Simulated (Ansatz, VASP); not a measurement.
AlN in VASP and in Ansatz

```
Al N
1.0
     3.12976    0.00000    0.00000
    -1.56488    2.71046    0.00000
     0.00000    0.00000    5.01732
Al N
2 2
Cartesian
  0.0000 1.8070 -0.0114
  1.5649 0.9035 2.4973
  0.0000 1.8070 1.9029
  1.5649 0.9035 4.4116
```

Alike in both runs: functional PBE; k mesh 9 × 9 × 6; occupations gaussian, width 0.02 eV; no spin polarisation.

Ansatz relaxed the structure, and its values are those at the end. VASP's run is a single point on that final structure, the one shown.

|  | VASP | Ansatz |
| --- | --- | --- |
| version | VASP 6.6.1 | Ansatz 0.2.0 |
| potentials or method | VASP PAW PBE potentials, release 64 (Al, N), cutoff 600 eV | scalar-relativistic, plane waves, PAW |
| valence electrons in the cell | 16 | 16 |

```csv
,VASP,Ansatz,Ansatz less VASP
gap on the k mesh at the Fermi level (eV),4.05,4.04,-0.009
least direct gap on the mesh (eV),4.05,4.04,-0.009
pressure (GPa),-0.3,0.0,+0.29
```
